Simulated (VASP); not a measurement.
Ga3Se: single point with PBEsol+D3(BJ)

Crystal: Ga3Se.

```
CELL_PARAMETERS angstrom
4.22492 0.00000 0.00000
0.00000 4.11930 0.00000
0.00000 0.00000 4.22492
ATOMIC_POSITIONS crystal
Ga 0.00000 0.50000 0.50000
Ga 0.50000 0.00000 0.50000
Ga 0.50000 0.50000 0.00000
Se 0.00000 0.00000 0.00000
```

This cell differs from its parent crystal: strain -0.0250 x Voigt [0, 1, 0, 0, 0, 0].

```yaml
Program: VASP 6.6.1
Task: single point
Functional: PBEsol
Dispersion: D3(BJ)
Potentials_or_basis: VASP PAW PBE potentials, release 64 (Ga_d, Se)
Cutoff: 520 eV
k_mesh: 12 × 12 × 12
Occupations: gaussian, width 0.15 eV
Spin: no spin polarisation
Dipole_correction: no
Further_INCAR_settings: ALGO = Normal; EDIFF = 1e-07; NBANDS = 30
```

```json
{
  "Pressure": "1.7 GPa",
  "Band gap on the k mesh": "zero (an odd number of electrons rules out a gap without spin polarisation)",
  "Dispersion energy per atom": "-0.332 eV"
}
```

Levels at points of the mesh, in eV from the Fermi level:
| k point | band 21 | band 22 | band 23 | band 24 | band 25 | band 26 |
| --- | --- | --- | --- | --- | --- | --- |
| (0.00, 0.00, 0.00) | -2.84 | -2.48 | 1.77 | 1.77 | 1.87 | 4.79 |
| (0.50, 0.00, 0.00) | -1.65 | -1.06 | -0.77 | -0.44 | 0.83 | 4.76 |
| (0.00, 0.50, 0.00) | -1.70 | -1.30 | -0.65 | -0.65 | 0.65 | 4.55 |
| (0.50, 0.50, 0.00) | -1.11 | -0.52 | -0.47 | 1.40 | 1.44 | 1.63 |
| (0.50, 0.00, 0.50) | -0.83 | -0.19 | -0.19 | 1.63 | 1.63 | 2.07 |
| (0.50, 0.50, 0.50) | -5.30 | -5.29 | -4.24 | 4.61 | 4.61 | 5.02 |

It took 7.5 min on 1 thread of Intel Xeon 8259CL, on a shared host, peak memory 0.45 GiB.

Caveat: the cell differs from its parent crystal (strain -0.0250 x Voigt [0, 1, 0, 0, 0, 0]); the PAW data sets were made with another functional, which shifts forces and pressure a little.
